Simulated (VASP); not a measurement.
A run of VASP 6.6.1:

Contents of INCAR:

```
SYSTEM = AlN
PREC = Accurate
ENCUT = 520
EDIFF = 1E-6
ISMEAR = -1
SIGMA = 0.01
LREAL = Auto
LASPH = .TRUE.
NELM = 80
ALGO = Normal
ISIF = 2
LWAVE = .FALSE.
LCHARG = .FALSE.
GGA = PE
NBANDS = 46
```

KPOINTS

```
Automatic mesh
0
G
  2 2 3
  0 0 0
```

POSCAR

```
AlN
1.0
    6.2595139150      0.0000000574      0.0000000000
   -3.1297570072      5.4208980363      0.0000000000
    0.0000000000      0.0000000000      5.0174032967
Al N
8 8
Direct
    0.3333333333      0.1666666667      0.4992353700
    0.1666666667      0.3333333333      0.9992353700
    0.3333333333      0.6666666667      0.4992353700
    0.1666666667      0.8333333333      0.9992353700
    0.8333333333      0.1666666667      0.4992353700
    0.6666666667      0.3333333333      0.9992353700
    0.8333333333      0.6666666667      0.4992353700
    0.6666666667      0.8333333333      0.9992353700
    0.3333333333      0.1666666667      0.8807646300
    0.1666666667      0.3333333333      0.3807646300
    0.3333333333      0.6666666667      0.8807646300
    0.1666666667      0.8333333333      0.3807646300
    0.8333333333      0.1666666667      0.8807646300
    0.6666666667      0.3333333333      0.3807646300
    0.8333333333      0.6666666667      0.8807646300
    0.6666666667      0.8333333333      0.3807646300
```

Potentials or basis: VASP PAW PBE potentials, release 64 (Al, N).

Run with:

```console
$ cat potpaw_PBE.64/Al/POTCAR potpaw_PBE.64/N/POTCAR > POTCAR
$ mpirun -np 1 vasp_std > vasp.out
```

Hardware: 1 thread of Intel(R) Xeon(R) 6975P-C (Granite Rapids), with other jobs on the host.

How long does it take, and how much memory?

Run time: 32 s on 1 thread of Intel(R) Xeon(R) 6975P-C (Granite Rapids) (shared host), peak memory 0.28 GiB. Counts: scf iterations 14, k points 4.
